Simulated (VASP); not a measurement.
# HfSi15O32 (a cell with a defect) in VASP: electric field gradients with PBE

Aim: the electric field gradients of HfSi15O32 (a cell with a defect) with PBE.

Everything below comes from runs of VASP 6.6.1. Logs are shortened: lines on timing, memory, paths and dates and some standing lists are left out, and cuts for length are marked.

### Step 1. The cell of the first run

The cell holds a defect, 48 atoms: a = 9.906 Å, b = 9.906 Å, c = 9.906 Å, α = 119.61°, β = 119.61°, γ = 90.68°.

### Step 2. Electric field gradients, PBE

INCAR

```
PREC = Accurate
ENCUT = 520
EDIFF = 1E-8
ISMEAR = -1
SIGMA = 0.01
LREAL = Auto
LASPH = True
NELM = 100
ALGO = Normal
ISIF = 2
LWAVE = False
LCHARG = False
GGA = PE
LEFG = True
NBANDS = 161
LUSENCCL = False
```

KPOINTS

```
Automatic mesh
0
Gamma
  3 3 3
```

POSCAR

```
HfSi15O32
1.0
   -4.9820000000      4.9820000000      6.9630000000
    4.9820000000     -4.9820000000      6.9630000000
    4.9820000000      4.9820000000     -6.9630000000
Hf Si O
1 15 32
Direct
    0.1494850000      0.1494850000      0.2989700000
    0.6494850000      0.6494850000      0.2989700000
    0.6494850000      0.1494850000      0.7989700000
    0.1494850000      0.6494850000      0.7989700000
    0.5244850000      0.2255150000      0.5000000000
    0.0244850000      0.7255150000      0.5000000000
    0.0244850000      0.2255150000      0.0000000000
    0.5244850000      0.7255150000      0.0000000000
    0.6005150000      0.6005150000      0.7010300000
    0.1005150000      0.1005150000      0.7010300000
    0.1005150000      0.6005150000      0.2010300000
    0.6005150000      0.1005150000      0.2010300000
    0.4755150000      0.7744850000      0.5000000000
    0.9755150000      0.2744850000      0.5000000000
    0.9755150000      0.7744850000      0.0000000000
    0.4755150000      0.2744850000      0.0000000000
    0.1408000000      0.2090100000      0.1716800000
    0.6408000000      0.7090100000      0.1716800000
    0.6408000000      0.2090100000      0.6716800000
    0.1408000000      0.7090100000      0.6716800000
    0.5840100000      0.4123300000      0.5682100000
    0.0840100000      0.9123300000      0.5682100000
    0.0840100000      0.4123300000      0.0682100000
    0.5840100000      0.9123300000      0.0682100000
    0.7873300000      0.7191200000      0.8283200000
    0.2873300000      0.2191200000      0.8283200000
    0.2873300000      0.7191200000      0.3283200000
    0.7873300000      0.2191200000      0.3283200000
    0.5941200000      0.7658000000      0.4317900000
    0.0941200000      0.2658000000      0.4317900000
    0.0941200000      0.7658000000      0.9317900000
    0.5941200000      0.2658000000      0.9317900000
    0.4842000000      0.6558800000      0.5682100000
    0.9842000000      0.1558800000      0.5682100000
    0.9842000000      0.6558800000      0.0682100000
    0.4842000000      0.1558800000      0.0682100000
    0.5409900000      0.6092000000      0.8283200000
    0.0409900000      0.1092000000      0.8283200000
    0.0409900000      0.6092000000      0.3283200000
    0.5409900000      0.1092000000      0.3283200000
    0.3376700000      0.1659900000      0.4317900000
    0.8376700000      0.6659900000      0.4317900000
    0.8376700000      0.1659900000      0.9317900000
    0.3376700000      0.6659900000      0.9317900000
    0.5308800000      0.4626700000      0.1716800000
    0.0308800000      0.9626700000      0.1716800000
    0.0308800000      0.4626700000      0.6716800000
    0.5308800000      0.9626700000      0.6716800000
```

Potentials or basis: VASP PAW PBE potentials, release 64 (Hf_pv, Si, O).

Command:

```console
> cat potpaw_PBE.64/Hf_pv/POTCAR potpaw_PBE.64/Si/POTCAR potpaw_PBE.64/O/POTCAR > POTCAR
> mpirun -np 1 vasp_std > vasp.out
```

OUTCAR:

```text
PREC = Accurate
   ENCUT = 520
   EDIFF = 1E-8
   ISMEAR = -1
   LREAL = Auto
   LASPH = True
   NELM = 100
   ISIF = 2
   GGA = PE

 ion  position               nearest neighbor table
   1  0.149  0.149  0.299-  46 1.60  17 1.60  41 1.61  30 1.61   7 3.08  15 3.08   5 3.08  14 3.08

   2  0.649  0.649  0.299-  45 1.60  18 1.60  42 1.61  29 1.61   8 3.08  16 3.08   6 3.08  13 3.08

   3  0.649  0.149  0.799-  48 1.60  19 1.60  43 1.61  32 1.61   5 3.08  13 3.08   7 3.08  16 3.08
[... 57 lines left out ...]
  47  0.031  0.463  0.672-   4 1.60  14 1.61
  48  0.531  0.963  0.672-   3 1.60  13 1.61

  LATTYP: Found a body centered tetragonal cell.
 ALAT       =     9.9640000000
 C/A-ratio  =     1.3976314733

  Lattice vectors:

 A1 = (  -4.9820000000,   4.9820000000,   6.9630000000)
 A2 = (   4.9820000000,  -4.9820000000,   6.9630000000)
 A3 = (   4.9820000000,   4.9820000000,  -6.9630000000)

Analysis of symmetry for initial positions (statically):
=====================================================================
 Subroutine PRICEL returns:
 Original cell was already a primitive cell.

 Routine SETGRP: Setting up the symmetry group for a
 body centered tetragonal supercell.

 Subroutine GETGRP returns: Found  2 space group operations
 (whereof  2 operations were pure point group operations)
 out of a pool of 16 trial point group operations.

The static configuration has the point symmetry C_2 .

Analysis of symmetry for dynamics (positions and initial velocities):
=====================================================================
 Subroutine PRICEL returns:
 Original cell was already a primitive cell.

 Routine SETGRP: Setting up the symmetry group for a
 body centered tetragonal supercell.

 Subroutine GETGRP returns: Found  2 space group operations
 (whereof  2 operations were pure point group operations)
 out of a pool of 16 trial point group operations.

The dynamic configuration has the point symmetry C_2 .

 Subroutine INISYM returns: Found  2 space group operations
 (whereof  2 operations are pure point group operations),
 and found     1 'primitive' translations

----------------------------------------------------------------------------------------

                                     Primitive cell

  volume of cell :     691.2957

  direct lattice vectors                    reciprocal lattice vectors
    -4.982000000  4.982000000  6.963000000     0.000000000  0.100361301  0.071808129
     4.982000000 -4.982000000  6.963000000     0.100361301  0.000000000  0.071808129
     4.982000000  4.982000000 -6.963000000     0.100361301  0.100361301  0.000000000

  length of vectors
     9.905756761  9.905756761  9.905756761     0.123405016  0.123405016  0.141932313

  position of ions in fractional coordinates (direct lattice)
     0.149485000  0.149485000  0.298970000
     0.649485000  0.649485000  0.298970000
     0.649485000  0.149485000  0.798970000
     0.149485000  0.649485000  0.798970000
     0.524485000  0.225515000  0.500000000
     0.024485000  0.725515000  0.500000000
[... 40 lines left out ...]
     0.030880000  0.462670000  0.671680000
     0.530880000  0.962670000  0.671680000

  ion indices of the primitive-cell ions
   primitive index   ion index
                 1           1
                 2           2
                 3           3
                 4           4
                 5           5
                 6           6
[... 40 lines left out ...]
                47          47
                48          48

----------------------------------------------------------------------------------------

 KPOINTS: Automatic mesh

Automatic generation of k-mesh.
[... 51 lines left out ...]
   EDIFF  = 0.1E-07   stopping-criterion for ELM
   LREAL  =      T    real-space projection
   EDIFFG = 0.1E-06   stopping-criterion for IOM
   NSW    =      0    number of steps for IOM
   IBRION =     -1    ionic relax: 0-MD 1-quasi-New 2-CG
   NFREE  =      0    steps in history (QN), initial steepest desc. (CG)
   ISIF   =      2    stress and relaxation
   ISYM   =      2    0-nonsym 1-usesym 2-fastsym
   POTIM  = 0.5000    time-step for ionic-motion
   TEBEG  =    0.0;   TEEND  =   0.0 temperature during run
   PSTRESS=    0.0 pullay stress
   NELECT =     262.0000    total number of electrons
   NUPDOWN=      -1.0000    fix difference up-down
   EMIN   =  10.00;   EMAX   =-10.00  energy-range for DOS
   EFERMI =   0.00;   METHOD = LEGACY
   ISMEAR =    -1;   SIGMA  =   0.01  broadening in eV -4-tet -1-fermi 0-gaus
   EFERMI_NEDOS =   21; number of points for ismear=-14 and -15
   IALGO  =     38    algorithm
   IMIX   =      4    mixing-type and parameters
     AMIX     =   0.40;   BMIX     =  1.00
     AMIX_MAG =   1.60;   BMIX_MAG =  1.00
  volume/ion in A,a.u.               =      14.40        97.19
  Fermi-wavevector in a.u.,A,eV,Ry     =   1.184733  2.238822 19.097047  1.403593
  Thomas-Fermi vector in A             =   2.320942
   LORBIT       =      0    0 simple, 1 ext, 2 COOP (PROOUT), +10 PAW based schemes
   GGA     = PE    functional components
   LHFCALC =     F    Hartree Fock is set to
   AEXX    =    0.0000 exact exchange contribution
   IVDW    =     0    specifies the selected vdW correction
   LEPSILON=     F    determine dielectric tensor
   LRPA    =     F    only Hartree local field effects (RPA)
 non-spin polarized calculation
  energy-cutoff  :      520.00
  volume of cell :      691.30
 maximum number of plane-waves:     18666
 NGX is ok and might be reduce to    80
   NGX = 37   NGY = 37   NGZ = 37

 number of electron     262.0000000 magnetization

 Free energy of the ion-electron system (eV)
  ---------------------------------------------------
  ext. energy  EPLUGINS =         0.00000000
  ---------------------------------------------------
  free energy    TOTEN  =      -373.62811750 eV

  energy without entropy =     -373.62811750  energy(sigma->0) =     -373.62811750

 E-fermi :   0.3972     XC(G=0):  -8.4217

 val. band max:        0.1446623238   @ k =   0.0000   0.0000  -0.3333
 cond. band min:       5.8086589871   @ k =   0.0000   0.0000   0.0000
 fundamental gap:      5.6639966633
 Fermi energy:         0.3971585601

 k-point     1 :       0.0000    0.0000    0.0000
  band No.  band energies     occupation
      1     -27.4313      2.00000
      2     -27.2791      2.00000
      3     -27.2665      2.00000
      4     -19.4095      2.00000
      5     -18.9856      2.00000
      6     -18.9774      2.00000
[... 1449 lines left out ...]
    142       9.1876      0.00000
    143       9.2503      0.00000
 [bands above 143 left out]

------------------------ aborting loop because EDIFF is reached ----------------------------------------

  FORCE on cell =-STRESS in cart. coord.  units (eV):
  Direction    XX          YY          ZZ          XY          YZ          ZX
  --------------------------------------------------------------------------------------
  -------------------------------------------------------------------------------------
  Total       74.1921097     74.1921097     78.5768868      0.0130488     -0.0246912      0.0246970
  in kB      171.9509066    171.9509066    182.1132596      0.0302424     -0.0572253      0.0572388
  external PRESSURE =     175.3383576 kB  Pullay stress =       0.0000000 kB

 VOLUME and BASIS-vectors are now :
 -----------------------------------------------------------------------------
  energy-cutoff  :      520.00
  volume of cell :      691.30
      direct lattice vectors                 reciprocal lattice vectors
    -4.982000000  4.982000000  6.963000000     0.000000000  0.100361301  0.071808129
     4.982000000 -4.982000000  6.963000000     0.100361301  0.000000000  0.071808129
     4.982000000  4.982000000 -6.963000000     0.100361301  0.100361301  0.000000000

 POSITION                                       TOTAL-FORCE (eV/Angst)
 -----------------------------------------------------------------------------------
      1.48947      1.48947      0.00000         0.176194      0.176194     -0.000000
      1.48947      1.48947      6.96300         0.124665      0.124665     -0.000000
      1.48947      6.47147      0.00000         0.091273     -0.016243      0.121061
      6.47147      1.48947      0.00000        -0.016243      0.091273     -0.121061
      1.00153      3.98047      1.74075        -0.107592      0.618149     -0.193669
      5.98353     -1.00153      1.74075        -0.129190      0.115096     -0.010079
[... 40 lines left out ...]
      5.49749      1.19513     -1.24032         0.434681     -0.064857     -0.416910
      5.49749      1.19513      5.72268         0.092745     -0.066463     -0.407222
 -----------------------------------------------------------------------------------
    total drift:                                0.000136      0.000144      0.000000

  FREE ENERGIE OF THE ION-ELECTRON SYSTEM (eV)
  ---------------------------------------------------
  free  energy   TOTEN  =      -373.6281174970 eV

  energy  without entropy=     -373.6281174970  energy(sigma->0) =     -373.62811750

 Electric field gradients (V/A^2)
---------------------------------------------------------------------
 ion       V_xx      V_yy      V_zz      V_xy      V_xz      V_yz
---------------------------------------------------------------------
   1      17.393    17.393   -34.786     2.900    -5.012     5.012
   2       0.648     0.648    -1.296    -0.025     1.620    -1.620
   3       0.854     0.710    -1.564    -0.177     1.670    -1.063
   4       0.710     0.853    -1.564    -0.177     1.063    -1.670
   5       5.252     4.057    -9.309     0.765     4.048    -2.749
   6       0.630     0.658    -1.288     0.012     1.692     1.574
[... 40 lines left out ...]
  47      39.530   -44.125     4.595    17.436    59.347    12.915
  48      43.566   -46.260     2.695    17.486    57.183    13.125
---------------------------------------------------------------------

 Electric field gradients after diagonalization (V/A^2)
 (convention: |V_zz| > |V_xx| > |V_yy|)
----------------------------------------------------------------------
 ion       V_xx      V_yy      V_zz     asymmetry (V_yy - V_xx)/ V_zz
----------------------------------------------------------------------
   1      20.293    15.493   -35.786       0.134
   2       2.182     0.623    -2.805       0.556
   3       2.055     0.591    -2.647       0.553
   4       2.055     0.591    -2.647       0.553
   5       6.304     4.600   -10.903       0.156
   6       2.190     0.633    -2.823       0.552
[... 40 lines left out ...]
  47     -47.703   -39.800    87.503       0.090
  48     -49.867   -37.561    87.428       0.141
----------------------------------------------------------------------

           NMR quadrupolar parameters

 Cq : quadrupolar parameter    Cq=e*Q*V_zz/h
 eta: asymmetry parameters     (V_yy - V_xx)/ V_zz
 Q  : nuclear electric quadrupole moment in mb (millibarn)
----------------------------------------------------------------------
 ion       Cq(MHz)       eta       Q (mb)
----------------------------------------------------------------------
   1      -0.087       0.134       1.000
   2      -0.007       0.556       1.000
   3      -0.006       0.553       1.000
   4      -0.006       0.553       1.000
   5      -0.026       0.156       1.000
   6      -0.007       0.552       1.000
[... 40 lines left out ...]
  47       0.212       0.090       1.000
  48       0.211       0.141       1.000
----------------------------------------------------------------------
```

Wall time 5.2 min (1 × NVIDIA H100 80GB with 1 thread of AMD EPYC 7R13 (Zen 3), shared host); peak memory 2.2 GiB.

Results:

* Free energy: -373.6281 eV
* Pressure: 17.5 GPa
* Largest force: 21.368 eV/Å
* Band gap on the k mesh: 5.66 eV
* Largest electric field gradient by atom: Hf -35.8; Si -2.8, -2.6, -10.9, -9.4, -2.7, -2.9 (each value once); O +44.6, +87.5, +87.4, +86.7, +86.3, +86.8, +87.3, +87.2, +45.5, +87.1 (each value once) V/Å²

Forces on the atoms (eV/Å):
```
Hf    0.176   0.176   0.000
Si    0.125   0.125   0.000
Si    0.091  -0.016   0.121
Si   -0.016   0.091  -0.121
Si   -0.108   0.618  -0.194
Si   -0.129   0.115  -0.010
Si   -0.217   0.107   0.580
Si   -0.111   0.132  -0.010
Si   -0.119  -0.031   0.111
Si   -0.031  -0.119  -0.111
Si   -0.236  -0.236   0.000
Si   -0.109  -0.109   0.000
Si    0.115  -0.129   0.010
Si    0.618  -0.108   0.194
Si    0.107  -0.217  -0.580
Si    0.132  -0.111   0.010
O    -3.974 -13.159  16.359
O    -0.078   0.088   0.388
O    -0.065   0.435   0.417
O    -0.066   0.093   0.407
O    -0.076  -0.148   0.402
O    -0.112  -0.078   0.412
O     0.040  -0.193   0.475
O    -0.100  -0.079   0.392
O    -0.038  -0.271   0.337
O     0.055  -0.101   0.411
O     0.103  -0.068   0.412
O     0.021  -0.158   0.343
O     0.094   0.078   0.382
O    19.535  -2.551  -6.524
O     0.199   0.093   0.464
O     0.109   0.087   0.364
O    -0.078  -0.112  -0.412
O    -0.148  -0.076  -0.402
O    -0.193   0.040  -0.475
O    -0.079  -0.100  -0.392
O    -0.101   0.055  -0.411
O    -0.271  -0.038  -0.337
O    -0.068   0.103  -0.412
O    -0.158   0.021  -0.343
O    -2.551  19.535   6.524
O     0.078   0.094  -0.382
O     0.093   0.199  -0.464
O     0.087   0.109  -0.364
O     0.088  -0.078  -0.388
O   -13.159  -3.974 -16.359
O     0.435  -0.065  -0.417
O     0.093  -0.066  -0.407
```

Levels at points of the mesh, in eV from the valence-band top:
```tsv
k point	band 129	band 130	band 131	band 132	band 133	band 134
(0.00, 0.00, 0.00)	-0.20	-0.13	-0.02	5.66	8.03	8.05
```

Electric field gradients, principal values (V/Å²):
| atom | least | middle | greatest (by size) |
| --- | --- | --- | --- |
| 1 Hf | 15.493 | 20.293 | -35.786 |
| 2 Si | 0.623 | 2.182 | -2.805 |
| 3 Si | 0.591 | 2.055 | -2.647 |
| 4 Si | 0.591 | 2.055 | -2.647 |
| 5 Si | 4.600 | 6.304 | -10.903 |
| 6 Si | 0.633 | 2.190 | -2.823 |
| 7 Si | 3.521 | 5.861 | -9.382 |
| 8 Si | 0.614 | 2.176 | -2.790 |
| 9 Si | 0.704 | 1.996 | -2.700 |
| 10 Si | 0.704 | 1.996 | -2.700 |
| 11 Si | 0.257 | 2.632 | -2.888 |
| 12 Si | 0.663 | 2.022 | -2.685 |
| 13 Si | 0.633 | 2.190 | -2.823 |
| 14 Si | 4.600 | 6.304 | -10.904 |
| 15 Si | 3.521 | 5.860 | -9.381 |
| 16 Si | 0.614 | 2.176 | -2.789 |
| 17 O | -17.758 | -26.878 | 44.636 |
| 18 O | -37.466 | -50.060 | 87.526 |
| 19 O | -39.798 | -47.703 | 87.501 |
| 20 O | -37.559 | -49.867 | 87.426 |
| 21 O | -37.552 | -49.136 | 86.687 |
| 22 O | -37.344 | -50.072 | 87.416 |
| 23 O | -35.782 | -50.489 | 86.270 |
| 24 O | -37.390 | -50.030 | 87.420 |
| 25 O | -36.752 | -50.009 | 86.761 |
| 26 O | -37.289 | -50.059 | 87.348 |
| 27 O | -37.173 | -50.017 | 87.191 |
| 28 O | -37.371 | -48.967 | 86.338 |
| 29 O | -37.478 | -50.041 | 87.519 |
| 30 O | -17.448 | -28.040 | 45.488 |
| 31 O | -36.908 | -50.179 | 87.087 |
| 32 O | -37.427 | -49.889 | 87.316 |
| 33 O | -37.342 | -50.070 | 87.412 |
| 34 O | -37.550 | -49.134 | 86.683 |
| 35 O | -35.780 | -50.486 | 86.266 |
| 36 O | -37.388 | -50.028 | 87.416 |
| 37 O | -37.288 | -50.058 | 87.346 |
| 38 O | -36.751 | -50.009 | 86.759 |
| 39 O | -37.172 | -50.017 | 87.189 |
| 40 O | -37.370 | -48.967 | 86.336 |
| 41 O | -17.450 | -28.040 | 45.490 |
| 42 O | -37.480 | -50.043 | 87.523 |
| 43 O | -36.910 | -50.181 | 87.091 |
| 44 O | -37.429 | -49.891 | 87.320 |
| 45 O | -37.468 | -50.060 | 87.528 |
| 46 O | -17.759 | -26.879 | 44.638 |
| 47 O | -39.800 | -47.703 | 87.503 |
| 48 O | -37.561 | -49.867 | 87.428 |

Caveat: without QUAD_EFG the Cq values of the log hold for a quadrupole moment of 1 mb, not for the nuclei; spin-orbit coupling is left out, which moves the levels of the heavy elements.
